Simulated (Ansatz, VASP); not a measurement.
# RbMgSbO3: VASP beside Ansatz

The input POSCAR:

```
RbMgSbO3
1.0
    2.9677974823      1.7134586753      4.0186607574
   -2.9677974823      1.7134586753      4.0186607574
    0.0000000000     -3.4269173506      4.0186607574
Rb Mg Sb O
1 1 1 3
Direct
    0.8779837598      0.8779837598      0.8779837598
    0.3319735932      0.3319735932      0.3319735932
    0.5754906610      0.5754906610      0.5754906610
    0.4945870290      0.4945870290      0.9658740480
    0.9658740480      0.4945870290      0.4945870290
    0.4945870290      0.9658740480      0.4945870290
```

INCAR.step1

```
SYSTEM = RbMgSbO3
PREC = Accurate
ENCUT = 520
ISMEAR = 0
SIGMA = 0.05
LREAL = .FALSE.
LASPH = .TRUE.
NELM = 60
NBANDS = 26
GGA = PE
ALGO = Normal
EDIFF = 1E-4
LWAVE = .TRUE.
LCHARG = .FALSE.
```

File INCAR.step2:

```
SYSTEM = RbMgSbO3
PREC = Accurate
ENCUT = 520
EDIFF = 1E-6
ISMEAR = 0
SIGMA = 0.05
LREAL = .FALSE.
LASPH = .TRUE.
NELM = 60
ALGO = Normal
ISIF = 2
LWAVE = .FALSE.
LCHARG = .TRUE.
METAGGA = R2SCAN
LMIXTAU = .TRUE.
LELF = .TRUE.
LVHAR = .TRUE.
NBANDS = 26
ISTART = 1
```

KPOINTS

```
regular mesh
0
G
  6 6 6
  0 0 0
```

Input for Ansatz:

```yaml
crystal:
  lattice:
    - [2.9677974823, 1.7134586753, 4.0186607574]
    - [-2.9677974823, 1.7134586753, 4.0186607574]
    - [0.0, -3.4269173506, 4.0186607574]
  atoms:
    - { symbol: Rb, position: [0.8779837598, 0.8779837598, 0.8779837598] }
    - { symbol: Mg, position: [0.3319735932, 0.3319735932, 0.3319735932] }
    - { symbol: Sb, position: [0.575490661, 0.575490661, 0.575490661] }
    - { symbol: O, position: [0.494587029, 0.494587029, 0.965874048] }
    - { symbol: O, position: [0.965874048, 0.494587029, 0.494587029] }
    - { symbol: O, position: [0.494587029, 0.965874048, 0.494587029] }
basis:
  ecutwfc: 500
kpoints:
  mp_grid: { grid: [6, 6, 6] }
hamiltonian:
  xc: r2scan
scf:
  occupations: { method: gaussian, width: 0.05 }
output:
  forces: true
  stress: true
  eigenvalues: true
```

Change from the starting cell: strain -0.0400 x Voigt [1, 1, 0, 0, 0, 0], atoms carried along.

Alike in both runs: task single point; functional r2SCAN; k mesh 6 × 6 × 6; occupations gaussian, width 0.05 eV; no spin polarisation.

|  | VASP | Ansatz |
| --- | --- | --- |
| version | VASP 6.6.1 | Ansatz 0.2.0 |
| potentials or method | VASP PAW PBE potentials, release 64 (Rb_sv, Mg, Sb, O), cutoff 520 eV | scalar-relativistic, plane waves, PAW |
| valence electrons in the cell | 34 | 52 |

|  | VASP | Ansatz | Ansatz less VASP |
| --- | --- | --- | --- |
| gap on the k mesh at the Fermi level (eV) | 3.67 | 3.68 | +0.012 |
| least direct gap on the mesh (eV) | 3.67 | 3.69 | +0.015 |
| pressure (GPa) | 8.8 | 8.3 | -0.51 |
| traceless stress, the component that is largest in VASP (GPa) | -5.27 | -5.09 | +0.181 |
| rms of the force components (eV/Å) | 0.705 | 0.590 | -0.1149 |

VASP's potentials were made for PBE, not for r2SCAN. Atom by atom the forces differ by 0.121 eV/Å (rms over components). VASP's potentials hold 34 valence electrons a cell and Ansatz's 52, so a difference there can come from the potentials and not from the codes.

Spin-orbit coupling is off throughout.
